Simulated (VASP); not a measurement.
Input of a VASP 6.6.1 run:

POSCAR

```
Si
1.0
    5.4442106826      0.0000000000      0.0000000000
    0.0000000000     -5.4442106826      0.0000000000
    0.0000000000      0.0000000000     -5.4442106826
Si
8
Direct
    0.4904556368      1.0095443632      1.0095443632
    0.0000000000      0.5000000000      1.0000000000
    0.0000000000      1.0000000000      0.5000000000
    0.5000000000      0.5000000000      0.5000000000
    0.7500000000      0.7500000000      0.7500000000
    0.2500000000      0.2500000000      0.7500000000
    0.2500000000      0.7500000000      0.2500000000
    0.7500000000      0.2500000000      0.2500000000
```

File INCAR.step1:

```
PREC = Accurate ; ENCUT = 520
ISMEAR = 0 ; SIGMA = 0.05
LREAL = F ; LASPH = T
NELM = 80 ; NBANDS = 26
GGA = PE ; ALGO = Normal
EDIFF = 1E-4 ; LWAVE = T
LCHARG = F
```

Contents of INCAR.step2:

```
PREC = Accurate ; ENCUT = 520
EDIFF = 1E-6 ; ISMEAR = 0
SIGMA = 0.05 ; LREAL = F
LASPH = T ; NELM = 80
ALGO = Normal ; ISIF = 2
LWAVE = F ; LCHARG = T
METAGGA = R2SCAN ; LMIXTAU = T
LELF = T ; LVHAR = T
NBANDS = 26 ; ISTART = 1
```

KPOINTS

```
Automatic mesh
0
Gamma
  6 6 6
```

Potentials or basis: VASP PAW PBE potentials, release 64 (Si).

Run with:

```sh
$ cat potpaw_PBE.64/Si/POTCAR > POTCAR
$ cp INCAR.step1 INCAR
$ mpirun -np 1 vasp_std > vasp.out
$ cp INCAR.step2 INCAR
$ mpirun -np 1 vasp_std > vasp.out
```

Problem. Estimate the band gap on the k mesh.

Solution. 0.64 eV.

Problem. Predict the pressure.

Solution. -0.2 GPa.

Stress tensor (GPa, compression positive):
```
-0.16 -0.43 -0.43
-0.43 -0.16 -0.43
-0.43 -0.43 -0.16
```

Caveat: the cell differs from its parent crystal (atom 1 (Si) moved -0.090 Å towards its neighbour atom 5 (Si) at 2.357 Å); semilocal functionals underestimate gaps, and a narrow one can read as zero; the PAW data sets were made with another functional, which shifts forces and pressure a little. A k mesh can miss the band edges.
